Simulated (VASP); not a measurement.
# Se (P3_221) in VASP: further runs, part 2 of 2

VASP 6.6.1. The steps go on from the part before.

### Step 3. Single point, PBE-based screened hybrid with 25 % exact exchange

File POSCAR:

```
Se
1.0
    4.3551700000      0.0000000000      0.0000000000
   -2.1775850000      3.7716878578      0.0000000000
    0.0000000000      0.0000000000      4.9494500000
Se
3
Direct
    0.7830000000      0.7830000000      0.5000000000
    0.0000000000      0.2170000000      0.8333333333
    0.2170000000      0.0000000000      0.1666666667
```

File INCAR.step1:

```
SYSTEM = Se
ALGO     = Normal         ! electronic algorithm
EDIFF    = 1E-5           ! SCF threshold, eV
ENCUT    = 520            ! plane-wave cutoff, eV
GGA      = PE             ! functional
ISIF     = 2              ! what is computed and relaxed
ISMEAR   = -1             ! smearing method
LASPH    = .True.         ! aspherical terms in the spheres
LCHARG   = .False.        ! write CHGCAR
LREAL    = .False.        ! projectors in reciprocal space
LWAVE    = .True.         ! write WAVECAR
NBANDS   = 16             ! bands
NELM     = 100            ! most SCF steps
PREC     = Accurate       ! precision mode
SIGMA    = 0.05           ! smearing width, eV
```

File INCAR.step2:

```
SYSTEM = Se
AEXX     = 0.25           ! exact-exchange fraction
ALGO     = Normal         ! electronic algorithm
EDIFF    = 1E-6           ! SCF threshold, eV
ENCUT    = 520            ! plane-wave cutoff, eV
GGA      = PE             ! functional
HFSCREEN = 0.6            ! screening, 1/A
ISIF     = 2              ! what is computed and relaxed
ISMEAR   = -1             ! smearing method
ISTART   = 1            
LASPH    = .True.         ! aspherical terms in the spheres
LCHARG   = .False.        ! write CHGCAR
LHFCALC  = .True.         ! exact exchange
LREAL    = .False.        ! projectors in reciprocal space
LWAVE    = .False.        ! write WAVECAR
NBANDS   = 16             ! bands
NELM     = 100            ! most SCF steps
PREC     = Accurate       ! precision mode
PRECFOCK = Normal       
SIGMA    = 0.05           ! smearing width, eV
```

File KPOINTS:

```
k-points
0
Gamma
  4 4 3
  0 0 0
```

Potentials or basis: VASP PAW PBE potentials, release 64 (Se).

The run is started by

```
> cat potpaw_PBE.64/Se/POTCAR > POTCAR
> cp INCAR.step1 INCAR
> mpirun -np 1 vasp_std > vasp.out
> cp INCAR.step2 INCAR
> mpirun -np 1 vasp_std > vasp.out
```

OUTCAR:

```text
SYSTEM = Se
   AEXX = 0.25
   EDIFF = 1E-6
   ENCUT = 520
   GGA = PE
   HFSCREEN = 0.6
   ISIF = 2
   ISMEAR = -1
   ISTART = 1
   LASPH = .True.
   LHFCALC = .True.
   LREAL = .False.
   NELM = 100
   PREC = Accurate
   PRECFOCK = Normal

 ion  position               nearest neighbor table
   1  0.783  0.783  0.500-   3 2.32   2 2.32
   2  0.000  0.217  0.833-   1 2.32   3 2.32
   3  0.217  0.000  0.167-   1 2.32   2 2.32

  LATTYP: Found a hexagonal cell.
 ALAT       =     4.3551700000
 C/A-ratio  =     1.1364539157

  Lattice vectors:

 A1 = (   4.3551700000,   0.0000000000,   0.0000000000)
 A2 = (  -2.1775850000,   3.7716878578,   0.0000000000)
 A3 = (   0.0000000000,   0.0000000000,   4.9494500000)

Analysis of symmetry for initial positions (statically):
=====================================================================
 Subroutine PRICEL returns:
 Original cell was already a primitive cell.

 Routine SETGRP: Setting up the symmetry group for a
 hexagonal supercell.

 Subroutine GETGRP returns: Found  6 space group operations
 (whereof  2 operations were pure point group operations)
 out of a pool of 24 trial point group operations.

The static configuration has the point symmetry C_2 .
 The point group associated with its full space group is D_3 .

Analysis of symmetry for dynamics (positions and initial velocities):
=====================================================================
 Subroutine PRICEL returns:
 Original cell was already a primitive cell.

 Routine SETGRP: Setting up the symmetry group for a
 hexagonal supercell.

 Subroutine GETGRP returns: Found  6 space group operations
 (whereof  2 operations were pure point group operations)
 out of a pool of 24 trial point group operations.

The dynamic configuration has the point symmetry C_2 .
 The point group associated with its full space group is D_3 .

 Subroutine INISYM returns: Found  6 space group operations
 (whereof  2 operations are pure point group operations),
 and found     1 'primitive' translations

----------------------------------------------------------------------------------------

                                     Primitive cell

  volume of cell :      81.3014

  direct lattice vectors                    reciprocal lattice vectors
     4.355170000  0.000000000  0.000000000     0.229612162  0.132566644  0.000000000
    -2.177585000  3.771687858  0.000000000     0.000000000  0.265133287  0.000000000
     0.000000000  0.000000000  4.949450000     0.000000000  0.000000000  0.202042651

  length of vectors
     4.355170000  4.355170000  4.949450000     0.265133287  0.265133287  0.202042651

  position of ions in fractional coordinates (direct lattice)
     0.783000000  0.783000000  0.500000000
     1.000000000  0.217000000  0.833333333
     0.217000000  0.000000000  0.166666667

  ion indices of the primitive-cell ions
   primitive index   ion index
                 1           1
                 2           2
                 3           3

[... 30 lines left out ...]
  0.500000  0.000000  0.000000      3.000000
  0.250000  0.250000  0.000000      6.000000
  0.000000  0.000000  0.333333      2.000000
  0.250000  0.000000  0.333333      6.000000
  0.000000  0.250000  0.333333      6.000000
  0.500000  0.000000  0.333333      6.000000
  0.250000  0.250000  0.333333     12.000000
   k-points           NKPTS =      9   k-points in BZ     NKDIM =     48   number of bands    NBANDS=     16
   number of dos      NEDOS =    301   number of ions     NIONS =      3
   total plane-waves  NPLWV =  40960
   dimension x,y,z NGX =    32 NGY =   32 NGZ =   40
   dimension x,y,z NGXF=    64 NGYF=   64 NGZF=   80
   ions per type =               3
   NGX,Y,Z   is equivalent  to a cutoff of  12.22, 12.22, 13.44 a.u.
   NGXF,Y,Z  is equivalent  to a cutoff of  24.43, 24.43, 26.87 a.u.
 SYSTEM =  Se
   PREC   = accura    normal or accurate (medium, high low for compatibility)
   ISTART =      1    job   : 0-new  1-cont  2-samecut
   ICHARG =      0    charge: 1-file 2-atom 10-const
   ISPIN  =      1    spin polarized calculation?
   LNONCOLLINEAR =      F non collinear calculations
   LSORBIT =      F    spin-orbit coupling
   LASPH  =      T    aspherical Exc in radial PAW
   ENCUT  =  520.0 eV  38.22 Ry    6.18 a.u.   8.10  8.10  9.20*2*pi/ulx,y,z
   NELM   =    100;   NELMIN=  2; NELMDL=  0     # of ELM steps
   EDIFF  = 0.1E-05   stopping-criterion for ELM
   LREAL  =      F    real-space projection
   EDIFFG = 0.1E-04   stopping-criterion for IOM
   NSW    =      0    number of steps for IOM
   IBRION =     -1    ionic relax: 0-MD 1-quasi-New 2-CG
   NFREE  =      0    steps in history (QN), initial steepest desc. (CG)
   ISIF   =      2    stress and relaxation
   ISYM   =      3    0-nonsym 1-usesym 2-fastsym
   POTIM  = 0.5000    time-step for ionic-motion
   TEBEG  =    0.0;   TEEND  =   0.0 temperature during run
   PSTRESS=    0.0 pullay stress
   NELECT =      18.0000    total number of electrons
   NUPDOWN=      -1.0000    fix difference up-down
   EMIN   =  10.00;   EMAX   =-10.00  energy-range for DOS
   EFERMI =   0.00;   METHOD = LEGACY
   ISMEAR =    -1;   SIGMA  =   0.05  broadening in eV -4-tet -1-fermi 0-gaus
   EFERMI_NEDOS =   21; number of points for ismear=-14 and -15
   IALGO  =     38    algorithm
   IMIX   =      1    mixing-type and parameters
     AMIX     =   0.40;   BMIX     =  1.00
     AMIX_MAG =   1.60;   BMIX_MAG =  1.00
  volume/ion in A,a.u.               =      27.10       182.88
  Fermi-wavevector in a.u.,A,eV,Ry     =   0.990375  1.871538 13.345178  0.980843
  Thomas-Fermi vector in A             =   2.122041
   LORBIT       =      0    0 simple, 1 ext, 2 COOP (PROOUT), +10 PAW based schemes
   GGA     = PE    functional components
   LHFCALC =     T    Hartree Fock is set to
   PRECFOCK=normal    Normal, Fast or Accurate (Low or Medium for compatibility)
   ENCUT4O =  -1.0   cutoff for four orbital integrals eV
   NKREDX  =     1    reduce k-point grid by
   NKREDY  =     1    reduce k-point grid by
   NKREDZ  =     1    reduce k-point grid by
   AEXX    =    0.2500 exact exchange contribution
   HFSCREEN=    0.6000 screening length (either q_TF or 0.3 A-1)
   HFSCREENC=   0.6000 screening length for correlation (either q_TF or 0.3 A-1)
   ENCUTFOCK=  -1.0 apply spherical cutoff to Coloumb kernel
   IVDW    =     0    specifies the selected vdW correction
   LEPSILON=     F    determine dielectric tensor
   LRPA    =     F    only Hartree local field effects (RPA)
 non-spin polarized calculation
  energy-cutoff  :      520.00
  volume of cell :       81.30
 maximum number of plane-waves:      2198
  NGX = 28; NGY = 28; NGZ = 28

 number of electron      17.9999997 magnetization

 Free energy of the ion-electron system (eV)
  ---------------------------------------------------
  ext. energy  EPLUGINS =         0.00000000
  ---------------------------------------------------
  free energy    TOTEN  =       -11.57531221 eV

  energy without entropy =      -11.57531220  energy(sigma->0) =      -11.57531220

 E-fermi :   3.2541     XC(G=0):  -7.8653

 val. band max:        2.1989124597   @ k =   0.2500   0.2500   0.3333
 cond. band min:       4.2372207674   @ k =   0.0000   0.0000   0.3333
 fundamental gap:      2.0383083077
 Fermi energy:         3.2541385239

 k-point     1 :       0.0000    0.0000    0.0000
  band No.  band energies     occupation
      1     -14.5361      2.00000
      2      -9.9151      2.00000
      3      -9.9151      2.00000
      4      -1.5892      2.00000
      5      -1.5892      2.00000
      6      -1.3694      2.00000
[... 148 lines left out ...]
      3      -8.5738      2.00000
      4      -3.3931      2.00000
      5      -2.8636      2.00000
      6      -1.7138      2.00000
[... 8 lines left out ...]
     15      11.1523      0.00000
     16      11.7815      0.00000

------------------------ aborting loop because EDIFF is reached ----------------------------------------

  FORCE on cell =-STRESS in cart. coord.  units (eV):
  Direction    XX          YY          ZZ          XY          YZ          ZX
  --------------------------------------------------------------------------------------
  -------------------------------------------------------------------------------------
  Total        1.9380402      1.9380402      2.4953546      0.0000000     -0.0000000      0.0000000
  in kB       38.1922788     38.1922788     49.1750786      0.0000000     -0.0000000      0.0000000
  external PRESSURE =      41.8532121 kB  Pullay stress =       0.0000000 kB

 VOLUME and BASIS-vectors are now :
 -----------------------------------------------------------------------------
  energy-cutoff  :      520.00
  volume of cell :       81.30
      direct lattice vectors                 reciprocal lattice vectors
     4.355170000  0.000000000  0.000000000     0.229612162  0.132566644  0.000000000
    -2.177585000  3.771687858  0.000000000     0.000000000  0.265133287  0.000000000
     0.000000000  0.000000000  4.949450000     0.000000000  0.000000000  0.202042651

 POSITION                                       TOTAL-FORCE (eV/Angst)
 -----------------------------------------------------------------------------------
      1.70505      2.95323      2.47472        -0.401913     -0.696133      0.000000
     -0.47254      0.81846      4.12454        -0.401913      0.696133      0.000000
      0.94507      0.00000      0.82491         0.803825     -0.000000     -0.000000
 -----------------------------------------------------------------------------------
    total drift:                               -0.000000     -0.000001     -0.000000

  FREE ENERGIE OF THE ION-ELECTRON SYSTEM (eV)
  ---------------------------------------------------
  free  energy   TOTEN  =       -11.5753122051 eV

  energy  without entropy=      -11.5753122042  energy(sigma->0) =      -11.57531220
```

Run time: 9.1 min. Hardware: 1 thread of AMD EPYC 7R13 (Zen 3), shared host; peak memory 0.26 GiB.

What came out:

```yaml
Free_energy: -11.5753 eV
Pressure: 4.2 GPa
Largest_force: 0.804 eV/Å
Band_gap_on_the_k_mesh: 2.04 eV (least direct gap 2.32 eV)
```

Forces in eV/Å, atoms in the order of the input:
```
Se  -0.402 -0.696  0.000
Se  -0.402  0.696  0.000
Se   0.804  0.000  0.000
```

Levels at points of the mesh, in eV from the valence-band top:
```csv
k point,band 6,band 7,band 8,band 9,band 10,band 11,band 12,band 13
"(0.00, 0.00, 0.00)",-3.57,-1.99,-1.99,-0.14,2.71,2.71,3.10,6.72
"(0.50, 0.00, 0.00)",-3.26,-2.72,-1.70,-0.80,2.70,3.26,5.03,6.02
```

Caveat: the k points lie up to 0.42 Å⁻¹ apart; the PAW data sets were made with another functional, which shifts forces and pressure a little. A k mesh can miss the band edges.
